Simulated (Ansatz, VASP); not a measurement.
## One calculation of Na, two programs

File POSCAR:

```
Na
1.0
   -2.0367080221      2.0367080221      1.9050511708
    2.0367080221     -2.0367080221      1.9050511708
    2.0367080221      2.0367080221     -1.9050511708
Na
1
Direct
    0.0000000000      0.0000000000      0.0000000000
```

Contents of INCAR.step1:

```
PREC = Accurate ; ENCUT = 550
ISMEAR = 0 ; SIGMA = 0.1
LREAL = False ; LASPH = True
NELM = 120 ; NBANDS = 10
GGA = PE ; ALGO = Normal
EDIFF = 1E-5 ; LWAVE = True
LCHARG = False ; GGA_COMPAT = False
```

INCAR.step2

```
PREC = Accurate ; ENCUT = 550
EDIFF = 1E-6 ; ISMEAR = 0
SIGMA = 0.1 ; LREAL = False
LASPH = True ; NELM = 120
ALGO = Normal ; ISIF = 2
LWAVE = False ; LCHARG = False
METAGGA = R2SCAN ; LMIXTAU = True
NBANDS = 10 ; ISTART = 1
GGA_COMPAT = False
```

KPOINTS

```
Automatic mesh
0
Gamma
  6 6 6
```

Input for Ansatz:

```yaml
crystal:
  lattice:
    - [-2.0367080221, 2.0367080221, 1.9050511708]
    - [2.0367080221, -2.0367080221, 1.9050511708]
    - [2.0367080221, 2.0367080221, -1.9050511708]
  atoms:
    - { symbol: Na, position: [0.0, 0.0, 0.0] }
basis:
  ecutwfc: 500
kpoints:
  mp_grid: { grid: [6, 6, 6] }
hamiltonian:
  xc: r2scan
scf:
  occupations: { method: gaussian, width: 0.1 }
output:
  forces: true
  stress: true
  eigenvalues: true
```

Alike in both runs: task single point; functional r2SCAN; k mesh 6 × 6 × 6; occupations gaussian, width 0.1 eV; no spin polarisation.

```csv
,VASP,Ansatz
version,VASP 6.6.1,Ansatz 0.2.0
potentials or method,"VASP PAW PBE potentials, release 64 (Na_pv), cutoff 550 eV","scalar-relativistic, plane waves, PAW"
valence electrons in the cell,7,9
```

```csv
,VASP,Ansatz,Ansatz less VASP
gap on the k mesh at the Fermi level (eV),none,none,-
pressure (GPa),1.9,1.9,+0.02
"traceless stress, the component that is largest in VASP (GPa)",-0.55,-0.64,-0.090
```

VASP's potentials were made for PBE, not for r2SCAN. A gap of «none» marks a metal or a gap that the smearing closes. VASP's potentials hold 7 valence electrons a cell and Ansatz's 9, so a difference there can come from the potentials and not from the codes.

The k mesh is coarse, so the values compare programs but aren't converged.
